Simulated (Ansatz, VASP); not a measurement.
# ZnRe2: VASP beside Ansatz

Contents of INCAR:

```
PREC     = Accurate       # precision mode
ENCUT    = 520            # plane-wave cutoff, eV
EDIFF    = 1E-6           # SCF threshold, eV
ISMEAR   = -1             # smearing method
SIGMA    = 0.05           # smearing width, eV
LREAL    = F              # projectors in reciprocal space
LASPH    = T              # aspherical terms in the spheres
NELM     = 100            # most SCF steps
ALGO     = Fast           # electronic algorithm
ISIF     = 2              # what is computed and relaxed
LWAVE    = F              # write WAVECAR
LCHARG   = F              # write CHGCAR
LMAXMIX  = 4              # l up to which the mixer works
GGA      = RE             # functional
NBANDS   = 20             # bands
```

Contents of KPOINTS:

```
Automatic mesh
0
Gamma
  8 8 8
```

Contents of POSCAR:

```
ZnRe2
1.0
    0.0000000000      2.8955600000      2.8955600000
    2.8955600000      0.0000000000      2.8955600000
    2.8955600000      2.8955600000      0.0000000000
Zn Re
1 2
Direct
    0.0000000000      0.0000000000      0.0000000000
    0.7500000000      0.7500000000      0.7500000000
    0.2500000000      0.2500000000      0.2500000000
```

KPOINTS_OPT

```
path GXWKGLUWLK,UX
20
line-mode
reciprocal
 0.0000000000  0.0000000000  0.0000000000  G
 0.5000000000  0.0000000000  0.5000000000  X

 0.5000000000  0.0000000000  0.5000000000  X
 0.5000000000  0.2500000000  0.7500000000  W

 0.5000000000  0.2500000000  0.7500000000  W
 0.3750000000  0.3750000000  0.7500000000  K

 0.3750000000  0.3750000000  0.7500000000  K
 0.0000000000  0.0000000000  0.0000000000  G

 0.0000000000  0.0000000000  0.0000000000  G
 0.5000000000  0.5000000000  0.5000000000  L

 0.5000000000  0.5000000000  0.5000000000  L
 0.6250000000  0.2500000000  0.6250000000  U

 0.6250000000  0.2500000000  0.6250000000  U
 0.5000000000  0.2500000000  0.7500000000  W

 0.5000000000  0.2500000000  0.7500000000  W
 0.5000000000  0.5000000000  0.5000000000  L

 0.5000000000  0.5000000000  0.5000000000  L
 0.3750000000  0.3750000000  0.7500000000  K

 0.6250000000  0.2500000000  0.6250000000  U
 0.5000000000  0.0000000000  0.5000000000  X
```

The input input.yaml:

```yaml
crystal:
  lattice:
    - [0.0, 2.89556, 2.89556]
    - [2.89556, 0.0, 2.89556]
    - [2.89556, 2.89556, 0.0]
  atoms:
    - { symbol: Zn, position: [0.0, 0.0, 0.0] }
    - { symbol: Re, position: [0.75, 0.75, 0.75] }
    - { symbol: Re, position: [0.25, 0.25, 0.25] }
hamiltonian:
  xc: revpbe
  pseudopotentials: { kind: paw }
kpoints:
  mp_grid: { grid: [8, 8, 8] }
  band_path:
    path:
      - [[0.0, 0.0, 0.0], [0.5, 0.0, 0.5], [0.5, 0.25, 0.75], [0.375, 0.375, 0.75], [0.0, 0.0, 0.0], [0.5, 0.5, 0.5], [0.625, 0.25, 0.625], [0.5, 0.25, 0.75], [0.5, 0.5, 0.5], [0.375, 0.375, 0.75]]
      - [[0.625, 0.25, 0.625], [0.5, 0.0, 0.5]]
    npoints: 14
scf:
  occupations: { method: fermi_dirac, width: 0.05 }
  n_extra_bands: 7
output:
  forces: true
  stress: true
  eigenvalues: true
  fatbands: false
```

Alike in both runs: task band structure; functional revPBE; k mesh 8 × 8 × 8; occupations fermi-dirac, width 0.05 eV; no spin polarisation.

|  | VASP | Ansatz |
| --- | --- | --- |
| version | VASP 6.6.1 | Ansatz 0.2.0 |
| potentials or method | VASP PAW PBE potentials, release 64 (Zn, Re) | Ansatz PAW |
| plane-wave cutoff (eV) | 520 | 420 |
| valence electrons in the cell | 26 | 42 |

Ansatz gave:

```
gap on the k mesh at the Fermi level (eV) : none
pressure (GPa)                            : 2.5
```

Task: Estimate VASP's values.

Result: gap on the k mesh at the Fermi level (eV): none; pressure (GPa): 2.8.

VASP's potentials were made for PBE, not for revPBE. A gap of «none» marks a metal or a gap that the smearing closes. The functional is the same, so the differences come from potentials, cutoffs and numerics. VASP's potentials hold 26 valence electrons a cell and Ansatz's 42, so a difference there can come from the potentials and not from the codes.

Spin-orbit coupling is off throughout.
